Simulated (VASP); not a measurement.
# Ni (Fm-3m) in VASP: further runs

Runs on Ni. Level: LDA+U. Tasks: single point.

Everything below comes from runs of VASP 6.6.1. Logs are shortened: lines on timing, memory, paths and dates and some standing lists are left out, and cuts for length are marked.

### Step 1. The cell of the first run

Symmetry: Fm-3m, No. 225, cubic system. The conventional cell has a = 3.562 Å, b = 3.562 Å, c = 3.562 Å, α = 90.00°, β = 90.00°, γ = 90.00°. Within 3.3 Å of Ni (site symmetry m-3m) lie 12 Ni at 2.52 Å.

### Step 2. Single point, LDA+U, collinear spin, ferromagnetic start

The input, INCAR:

```
  PREC = Accurate
  ENCUT = 520
  EDIFF = 1E-6
  ISMEAR = 0
  SIGMA = 0.05
  LREAL = F
  LASPH = T
  NELM = 150
  ALGO = Normal
  ISIF = 2
  LWAVE = F
  LCHARG = F
  ISPIN = 2
  MAGMOM = 0.24
  LORBIT = 11
  NUPDOWN = 0.24
  LMAXMIX = 4
  LDAU = T
  LDAUTYPE = 2
  LDAUL = 2
  LDAUU = 4.2
  LDAUJ = 0
  LDAUPRINT = 1
  GGA = CA
  NBANDS = 15
```

The input, KPOINTS:

```
regular mesh
0
Gamma
  15 15 15
```

The input, POSCAR:

```
Ni
1.0
    0.0000000000      1.7810000000      1.7810000000
    1.7810000000      0.0000000000      1.7810000000
    1.7810000000      1.7810000000      0.0000000000
Ni
1
Direct
    0.0000000000      0.0000000000      0.0000000000
```

Potentials or basis: VASP PAW LDA potentials, release 64 (Ni).

Started as:

```console
$ cat potpaw_LDA.64/Ni/POTCAR > POTCAR
$ mpirun -np 1 vasp_std > vasp.out
```

OUTCAR:

```text
PREC = Accurate
   ENCUT = 520
   EDIFF = 1E-6
   ISMEAR = 0
   LREAL = F
   LASPH = T
   NELM = 150
   ISIF = 2
   ISPIN = 2
   LORBIT = 11
   NUPDOWN = 0.24
   GGA = CA

 ion  position               nearest neighbor table
   1  0.000  0.000  0.000-

  LATTYP: Found a face centered cubic cell.
 ALAT       =     3.5620000000

  Lattice vectors:

 A1 = (   0.0000000000,   1.7810000000,   1.7810000000)
 A2 = (   1.7810000000,   0.0000000000,   1.7810000000)
 A3 = (   1.7810000000,   1.7810000000,   0.0000000000)

Analysis of symmetry for initial positions (statically):
=====================================================================
 Subroutine PRICEL returns:
 Original cell was already a primitive cell.

 Routine SETGRP: Setting up the symmetry group for a
 face centered cubic supercell.

 Subroutine GETGRP returns: Found 48 space group operations
 (whereof 48 operations were pure point group operations)
 out of a pool of 48 trial point group operations.

The static configuration has the point symmetry O_h .

Analysis of symmetry for dynamics (positions and initial velocities):
=====================================================================
 Subroutine PRICEL returns:
 Original cell was already a primitive cell.

 Routine SETGRP: Setting up the symmetry group for a
 face centered cubic supercell.

 Subroutine GETGRP returns: Found 48 space group operations
 (whereof 48 operations were pure point group operations)
 out of a pool of 48 trial point group operations.

The dynamic configuration has the point symmetry O_h .

Analysis of structural, dynamic, and magnetic symmetry:
=====================================================================
 Subroutine PRICEL returns:
 Original cell was already a primitive cell.

 Routine SETGRP: Setting up the symmetry group for a
 face centered cubic supercell.

 Subroutine GETGRP returns: Found 48 space group operations
 (whereof 48 operations were pure point group operations)
 out of a pool of 48 trial point group operations.

The overall configuration has the point symmetry O_h .

 Subroutine INISYM returns: Found 48 space group operations
 (whereof 48 operations are pure point group operations),
 and found     1 'primitive' translations

----------------------------------------------------------------------------------------

                                     Primitive cell

  volume of cell :      11.2985

  direct lattice vectors                    reciprocal lattice vectors
     0.000000000  1.781000000  1.781000000    -0.280741157  0.280741157  0.280741157
     1.781000000  0.000000000  1.781000000     0.280741157 -0.280741157  0.280741157
     1.781000000  1.781000000  0.000000000     0.280741157  0.280741157 -0.280741157

  length of vectors
     2.518714355  2.518714355  2.518714355     0.486257947  0.486257947  0.486257947

  position of ions in fractional coordinates (direct lattice)
     0.000000000  0.000000000  0.000000000

  ion indices of the primitive-cell ions
   primitive index   ion index
                 1           1

----------------------------------------------------------------------------------------

 KPOINTS: regular mesh

Automatic generation of k-mesh.
 Grid dimensions read from file:
 generate k-points for:   15   15   15

 Generating k-lattice:

  Cartesian coordinates                     Fractional coordinates (reciprocal lattice)
    -0.018716077  0.018716077  0.018716077     0.066666667  0.000000000  0.000000000
     0.018716077 -0.018716077  0.018716077     0.000000000  0.066666667  0.000000000
     0.018716077  0.018716077 -0.018716077     0.000000000  0.000000000  0.066666667

  Length of vectors
     0.032417196  0.032417196  0.032417196

  Shift w.r.t. Gamma in fractional coordinates (k-lattice)
     0.000000000  0.000000000  0.000000000

 Subroutine IBZKPT returns following result:
 ===========================================

 Found    120 irreducible k-points:

 Following reciprocal coordinates:
            Coordinates               Weight
  0.000000  0.000000  0.000000      1.000000
  0.066667  0.000000  0.000000      8.000000
  0.133333  0.000000  0.000000      8.000000
  0.200000  0.000000  0.000000      8.000000
  0.266667  0.000000  0.000000      8.000000
  0.333333  0.000000  0.000000      8.000000
[... 16 lines left out ...]
  0.133333  0.133333  0.000000      6.000000
  0.200000  0.133333  0.000000     24.000000
 [... further k-points ...]
   k-points           NKPTS =    120   k-points in BZ     NKDIM =    120   number of bands    NBANDS=     15
   number of dos      NEDOS =    301   number of ions     NIONS =      1
   total plane-waves  NPLWV =   8000
   dimension x,y,z NGX =    20 NGY =   20 NGZ =   20
   dimension x,y,z NGXF=    40 NGYF=   40 NGZF=   40
   ions per type =               1
   NGX,Y,Z   is equivalent  to a cutoff of  13.20, 13.20, 13.20 a.u.
   NGXF,Y,Z  is equivalent  to a cutoff of  26.40, 26.40, 26.40 a.u.
 SYSTEM =  unknown system
   PREC   = accura    normal or accurate (medium, high low for compatibility)
   ISTART =      0    job   : 0-new  1-cont  2-samecut
   ICHARG =      2    charge: 1-file 2-atom 10-const
   ISPIN  =      2    spin polarized calculation?
   LNONCOLLINEAR =      F non collinear calculations
   LSORBIT =      F    spin-orbit coupling
   LASPH  =      T    aspherical Exc in radial PAW
   ENCUT  =  520.0 eV  38.22 Ry    6.18 a.u.   4.68  4.68  4.68*2*pi/ulx,y,z
   NELM   =    150;   NELMIN=  2; NELMDL= -5     # of ELM steps
   EDIFF  = 0.1E-05   stopping-criterion for ELM
   LREAL  =      F    real-space projection
[... 7 lines left out ...]
   TEBEG  =    0.0;   TEEND  =   0.0 temperature during run
   PSTRESS=    0.0 pullay stress
   NELECT =      10.0000    total number of electrons
   NUPDOWN=       0.2400    fix difference up-down
   EMIN   =  10.00;   EMAX   =-10.00  energy-range for DOS
   EFERMI =   0.00;   METHOD = LEGACY
   ISMEAR =     0;   SIGMA  =   0.05  broadening in eV -4-tet -1-fermi 0-gaus
   EFERMI_NEDOS =   21; number of points for ismear=-14 and -15
   IALGO  =     38    algorithm
   IMIX   =      4    mixing-type and parameters
     AMIX     =   0.40;   BMIX     =  1.00
     AMIX_MAG =   1.60;   BMIX_MAG =  1.00
  volume/ion in A,a.u.               =      11.30        76.25
  Fermi-wavevector in a.u.,A,eV,Ry     =   1.571813  2.970296 33.614506  2.470597
  Thomas-Fermi vector in A             =   2.673341
   LORBIT       =     11    0 simple, 1 ext, 2 COOP (PROOUT), +10 PAW based schemes
 LDA+U is selected, type is set to LDAUTYPE =  2
   angular momentum for each species LDAUL =     2
   U (eV)           for each species LDAUU =   4.2
   J (eV)           for each species LDAUJ =   0.0
   GGA     = CA    functional components
   LHFCALC =     F    Hartree Fock is set to
   AEXX    =    0.0000 exact exchange contribution
   IVDW    =     0    specifies the selected vdW correction
   LEPSILON=     F    determine dielectric tensor
   LRPA    =     F    only Hartree local field effects (RPA)
 spin polarized calculation
 Gauss-broadening in eV      SIGMA  =   0.05
  energy-cutoff  :      520.00
  volume of cell :       11.30
 maximum number of plane-waves:       322
   NGX =  9   NGY =  9   NGZ =  9

atom =   1  type =  1  l = 2

 onsite density matrix

spin component  1

  0.8694  0.0000 -0.0000  0.0000 -0.0000
  0.0000  0.8694  0.0000 -0.0000  0.0000
 -0.0000  0.0000  0.9070  0.0000  0.0000
  0.0000 -0.0000  0.0000  0.8694  0.0000
 -0.0000  0.0000  0.0000  0.0000  0.9070

spin component  2

  0.7745  0.0000 -0.0000 -0.0000 -0.0000
  0.0000  0.7745  0.0000 -0.0000  0.0000
 -0.0000  0.0000  0.9037  0.0000  0.0000
 -0.0000 -0.0000  0.0000  0.7745 -0.0000
 -0.0000  0.0000  0.0000 -0.0000  0.9037

 occupancies and eigenvectors

  o =  0.7745  v =  0.0000  0.0000  0.0000  0.0000  0.0000  1.0000  0.0000  0.0000  0.0000  0.0000      0.0000  0.0000  0.0000  0.0000  0.0000  0.0000  0.0000  0.0000  0.0000  0.0000
  o =  0.7745  v =  0.0000  0.0000  0.0000  0.0000  0.0000  0.0000  0.9992 -0.0000 -0.0395 -0.0000      0.0000  0.0000  0.0000  0.0000  0.0000  0.0000  0.0000  0.0000  0.0000  0.0000
  o =  0.7745  v =  0.0000  0.0000  0.0000  0.0000  0.0000  0.0000  0.0395  0.0000  0.9992  0.0000      0.0000  0.0000  0.0000  0.0000  0.0000  0.0000  0.0000  0.0000  0.0000  0.0000
  o =  0.8694  v =  1.0000  0.0000  0.0000  0.0000  0.0000  0.0000  0.0000  0.0000  0.0000  0.0000      0.0000  0.0000  0.0000  0.0000  0.0000  0.0000  0.0000  0.0000  0.0000  0.0000
  o =  0.8694  v =  0.0000  0.7255  0.0000  0.6882  0.0000  0.0000  0.0000  0.0000  0.0000  0.0000      0.0000  0.0000  0.0000  0.0000  0.0000  0.0000  0.0000  0.0000  0.0000  0.0000
  o =  0.8694  v =  0.0000  0.6882 -0.0000 -0.7255  0.0000  0.0000  0.0000  0.0000  0.0000  0.0000      0.0000  0.0000  0.0000  0.0000  0.0000  0.0000  0.0000  0.0000  0.0000  0.0000
  o =  0.9037  v =  0.0000  0.0000  0.0000  0.0000  0.0000  0.0000  0.0000 -0.3138 -0.0000  0.9495      0.0000  0.0000  0.0000  0.0000  0.0000  0.0000  0.0000  0.0000  0.0000  0.0000
  o =  0.9037  v =  0.0000  0.0000  0.0000  0.0000  0.0000  0.0000 -0.0000 -0.9495  0.0000 -0.3138      0.0000  0.0000  0.0000  0.0000  0.0000  0.0000  0.0000  0.0000  0.0000  0.0000
  o =  0.9070  v =  0.0000 -0.0000 -0.0248  0.0000  0.9997  0.0000  0.0000  0.0000  0.0000  0.0000      0.0000  0.0000  0.0000  0.0000  0.0000  0.0000  0.0000  0.0000  0.0000  0.0000
  o =  0.9070  v =  0.0000  0.0000 -0.9997  0.0000 -0.0248  0.0000  0.0000  0.0000  0.0000  0.0000      0.0000  0.0000  0.0000  0.0000  0.0000  0.0000  0.0000  0.0000  0.0000  0.0000

 number of electron      10.0000003 magnetization       0.2400000

 Free energy of the ion-electron system (eV)
  ---------------------------------------------------
  ext. energy  EPLUGINS =         0.00000000
  ---------------------------------------------------
  free energy    TOTEN  =        -3.73757092 eV

  energy without entropy =       -3.73424787  energy(sigma->0) =       -3.73590939

 E-fermi :   7.7300     XC(G=0): -13.3142

 val. band max:        7.7271765800   @ k =  -0.4000   0.2667   0.0667
 cond. band min:       7.2420307754   @ k =   0.4667   0.4000   0.0000
 fundamental gap:     -0.4851458046
 Fermi energy:         7.2353830173

 spin component 1

 k-point     1 :       0.0000    0.0000    0.0000
  band No.  band energies     occupation
      1      -0.1807      1.00000
      2       5.3845      1.00000
      3       5.3845      1.00000
      4       5.3845      1.00000
      5       6.3939      1.00000
      6       6.3939      1.00000
      7      31.9565      0.00000
      8      35.4763      0.00000
      9      35.4763      0.00000
     10      35.4763      0.00000
     11      36.2785      0.00000
     12      36.2785      0.00000
     13      36.2785      0.00000
     14      41.4813      0.00000
     15      47.0789      0.00000
[... 397 lines left out ...]
 k-point    24 :       0.2000    0.1333    0.0000
  band No.  band energies     occupation
      1       1.2603      1.00000
      2       4.9341      1.00000
      3       5.7262      1.00000
      4       5.7678      1.00000
      5       6.1002      1.00000
      6       6.5737      1.00000
      7      27.1401      0.00000
      8      29.6777      0.00000
      9      30.1924      0.00000
     10      32.3565      0.00000
     11      36.7970      0.00000
     12      40.6507      0.00000
     13      42.7954      0.00000
     14      43.3966      0.00000
     15      46.5192      0.00000

 [... further k-points ...]

 spin component 2

 k-point     1 :       0.0000    0.0000    0.0000
  band No.  band energies     occupation
      1      -0.2113      1.00000
      2       6.0722      1.00000
      3       6.0722      1.00000
      4       6.0722      1.00000
      5       6.6081      1.00000
      6       6.6081      1.00000
      7      31.8875      0.00000
      8      35.4448      0.00000
      9      35.4448      0.00000
     10      35.4448      0.00000
     11      36.9040      0.00000
     12      36.9040      0.00000
     13      36.9040      0.00000
     14      41.4206      0.00000
     15      47.1153      0.00000
[... 397 lines left out ...]
 k-point    24 :       0.2000    0.1333    0.0000
  band No.  band energies     occupation
      1       1.2352      1.00000
      2       5.5979      1.00000
      3       6.1594      1.00000
      4       6.4133      1.00000
      5       6.5580      1.00000
      6       6.8365      1.00000
      7      27.3700      0.00000
      8      29.8682      0.00000
      9      30.3352      0.00000
     10      32.4182      0.00000
     11      36.8543      0.00000
     12      40.9043      0.00000
     13      42.8812      0.00000
     14      43.4869      0.00000
     15      46.7379      0.00000

 [... further k-points ...]
[... 5 lines left out ...]
  --------------------------------------------------------------------------------------
  -------------------------------------------------------------------------------------
  Total       -2.1876762     -2.1876762     -2.1876762      0.0000000      0.0000000      0.0000000
  in kB     -310.2214901   -310.2214901   -310.2214901      0.0000000      0.0000000      0.0000000
  external PRESSURE =    -310.2214901 kB  Pullay stress =       0.0000000 kB

 VOLUME and BASIS-vectors are now :
 -----------------------------------------------------------------------------
  energy-cutoff  :      520.00
  volume of cell :       11.30
      direct lattice vectors                 reciprocal lattice vectors
     0.000000000  1.781000000  1.781000000    -0.280741157  0.280741157  0.280741157
     1.781000000  0.000000000  1.781000000     0.280741157 -0.280741157  0.280741157
     1.781000000  1.781000000  0.000000000     0.280741157  0.280741157 -0.280741157

 POSITION                                       TOTAL-FORCE (eV/Angst)
 -----------------------------------------------------------------------------------
      0.00000      0.00000      0.00000        -0.000000      0.000000     -0.000000
 -----------------------------------------------------------------------------------
    total drift:                                0.000000      0.000000      0.000000

  FREE ENERGIE OF THE ION-ELECTRON SYSTEM (eV)
  ---------------------------------------------------
  free  energy   TOTEN  =        -3.7375709156 eV

  energy  without entropy=       -3.7342478712  energy(sigma->0) =       -3.73590939

 total charge

# of ion       s       p       d       tot
------------------------------------------
    1        0.452   0.393   8.523   9.367

 magnetization (x)

# of ion       s       p       d       tot
------------------------------------------
    1       -0.012  -0.022   0.292   0.258
```

It took 29 s on 1 thread of Intel Xeon Platinum 8488C (Sapphire Rapids), shared host; peak memory 0.14 GiB.

What came out:

```yaml
Free_energy: -3.7376 eV
Pressure: -31.0 GPa
Net_moment: 0.24 μB per cell
Site_moments: Ni +0.26 μB
Valence_electrons_inside_the_program's_atomic_spheres: Ni 9.37
```

Eigenvalues of the final occupation matrices:
```tsv
site	spin	trace	eigenvalues
site 1 d	1	4.42	0.87 0.87 0.87 0.91 0.91
site 1 d	2	4.13	0.77 0.77 0.77 0.90 0.90
```

Caveat: the total moment is fixed, so each spin has its own Fermi level; the U is typed as a test and isn't derived for this compound.

### Step 3. Single point, LDA+U, collinear spin, ferromagnetic start

The input, INCAR:

```
SYSTEM = Ni
PREC = Accurate ; ENCUT = 520
EDIFF = 1E-6 ; ISMEAR = 0
SIGMA = 0.05 ; LREAL = .FALSE.
LASPH = .TRUE. ; NELM = 150
ALGO = Normal ; ISIF = 2
LWAVE = .FALSE. ; LCHARG = .FALSE.
ISPIN = 2 ; MAGMOM = 0.73
LORBIT = 11 ; NUPDOWN = 0.73
LMAXMIX = 4 ; LDAU = .TRUE.
LDAUTYPE = 2 ; LDAUL = 2
LDAUU = 4.2 ; LDAUJ = 0
LDAUPRINT = 1 ; NBANDS = 15
```

The input, KPOINTS:

```
Automatic mesh
0
G
  15 15 15
  0 0 0
```

POSCAR is that of step 2.

Potentials or basis: VASP PAW LDA potentials, release 64 (Ni).

Started as:

```console
$ cat potpaw_LDA.64/Ni/POTCAR > POTCAR
$ mpirun -np 1 vasp_std > vasp.out
```

Wall time 29 s (1 thread of Intel Xeon Platinum 8488C (Sapphire Rapids), shared host); peak memory 0.14 GiB.

It converged, with:

- Free energy: -3.8568 eV
- Pressure: -27.9 GPa
- Net moment: 0.73 μB per cell
- Site moments: Ni +0.76 μB
- Valence electrons inside the program's atomic spheres: Ni 9.35

Eigenvalues of the final occupation matrices:
| site | spin | trace | eigenvalues |
| --- | --- | --- | --- |
| site 1 d | 1 | 4.65 | 0.93 0.93 0.93 0.94 0.94 |
| site 1 d | 2 | 3.85 | 0.68 0.68 0.68 0.90 0.90 |

Caveat: the total moment is fixed, so each spin has its own Fermi level; the U is typed as a test and isn't derived for this compound. The state reached can hang on the start; a lower one may exist.

### Step 4. Single point, LDA+U, collinear spin, ferromagnetic start

The input, INCAR:

```
PREC = Accurate
ENCUT = 520
EDIFF = 1E-6
ISMEAR = 0
SIGMA = 0.05
LREAL = F
LASPH = T
NELM = 150
ALGO = Normal
ISIF = 2
LWAVE = F
LCHARG = F
ISPIN = 2
MAGMOM = 1.21
LORBIT = 11
NUPDOWN = 1.21
LMAXMIX = 4
LDAU = T
LDAUTYPE = 2
LDAUL = 2
LDAUU = 4.2
LDAUJ = 0
LDAUPRINT = 1
GGA = CA
NBANDS = 15
```

The input, KPOINTS:

```
regular mesh
0
Gamma
  15 15 15
```

POSCAR is that of step 3.

Started as:

```console
$ cat potpaw_LDA.64/Ni/POTCAR > POTCAR
$ mpirun -np 1 vasp_std > vasp.out
```

It took 27 s on 1 thread of Intel Xeon Platinum 8488C (Sapphire Rapids), shared host; peak memory 0.14 GiB.

Results (log left out):

```
Free energy                                           : -3.6506 eV
Pressure                                              : -21.1 GPa
Net moment                                            : 1.21 μB per cell
Site moments                                          : Ni +1.20 μB
Valence electrons inside the program's atomic spheres : Ni 9.32
```

Eigenvalues of the final occupation matrices:
```tsv
site	spin	trace	eigenvalues
site 1 d	1	4.76	0.95 0.95 0.95 0.96 0.96
site 1 d	2	3.62	0.60 0.60 0.60 0.90 0.90
```

Caveat: the total moment is fixed, so each spin has its own Fermi level; the U is typed as a test and isn't derived for this compound. The state reached can hang on the start; a lower one may exist.

[end of part 1 of 2]
